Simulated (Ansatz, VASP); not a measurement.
**One calculation of NaVS2, two programs**

INCAR

```
PREC     = Accurate       # precision mode
ENCUT    = 520            # plane-wave cutoff, eV
EDIFF    = 1E-6           # SCF threshold, eV
ISMEAR   = -1             # smearing method
SIGMA    = 0.03           # smearing width, eV
LREAL    = False          # projectors in reciprocal space
LASPH    = True           # aspherical terms in the spheres
NELM     = 80             # most SCF steps
ALGO     = Normal         # electronic algorithm
ISIF     = 2              # what is computed and relaxed
LWAVE    = False          # write WAVECAR
LCHARG   = True           # write CHGCAR
GGA      = CA             # functional
LELF     = True           # ELF
LVHAR    = True         
NBANDS   = 24             # bands
```

File KPOINTS:

```
Automatic mesh
0
Gamma
  11 11 11
```

File POSCAR:

```
NaVS2
1.0
    1.7625702752      1.0176204228      6.3291594297
   -1.7625702752      1.0176204228      6.3291594297
    0.0000000000     -2.0352408457      6.3291594297
Na V S
1 1 2
Direct
    0.5000000000      0.5000000000      0.5000000000
    0.0000000000      0.0000000000      0.0000000000
    0.2643788700      0.2643788700      0.2643788700
    0.7356211300      0.7356211300      0.7356211300
```

Input for Ansatz:

```yaml
crystal:
  lattice:
    - [1.7625702752, 1.0176204228, 6.3291594297]
    - [-1.7625702752, 1.0176204228, 6.3291594297]
    - [0.0, -2.0352408457, 6.3291594297]
  atoms:
    - { symbol: Na, position: [0.5, 0.5, 0.5] }
    - { symbol: V, position: [0.0, 0.0, 0.0] }
    - { symbol: S, position: [0.26437887, 0.26437887, 0.26437887] }
    - { symbol: S, position: [0.73562113, 0.73562113, 0.73562113] }
kpoints:
  mp_grid: { grid: [11, 11, 11] }
scf:
  occupations: { method: fermi_dirac, width: 0.03 }
hamiltonian:
  xc: lda
  pseudopotentials: { kind: paw }
output:
  forces: true
  stress: true
  eigenvalues: true
  write_density: true
  write_potential: true
  elf: true
  volumetric_format: npy
```

Change from the starting cell: volume scaled by 0.94, no spin polarisation, PAW files.

Alike in both runs: task single point; functional LDA; k mesh 11 × 11 × 11; occupations fermi-dirac, width 0.03 eV; no spin polarisation.

```csv
,VASP,Ansatz
version,VASP 6.6.1,Ansatz 0.2.0
potentials or method,"VASP PAW LDA potentials, release 64 (Na_pv, V_sv, S)","PAW with Ansatz's default frozen-core files, scalar-relativistic"
plane-wave cutoff (eV),520,420
valence electrons in the cell,32,34
```

|  | VASP | Ansatz | Ansatz less VASP |
| --- | --- | --- | --- |
| pressure (GPa) | -5.7 | -5.8 | -0.07 |
| traceless stress, the component that is largest in VASP (GPa) | 5.08 | 5.08 | +0.005 |
| rms of the force components (eV/Å) | 0.038 | 0.043 | +0.0048 |

LDA's correlation is that of Perdew and Zunger in VASP and of Perdew and Wang (1992) in Ansatz. Atom by atom the forces differ by 0.005 eV/Å (rms over components). VASP's potentials hold 32 valence electrons a cell and Ansatz's 34, so a difference there can come from the potentials and not from the codes.
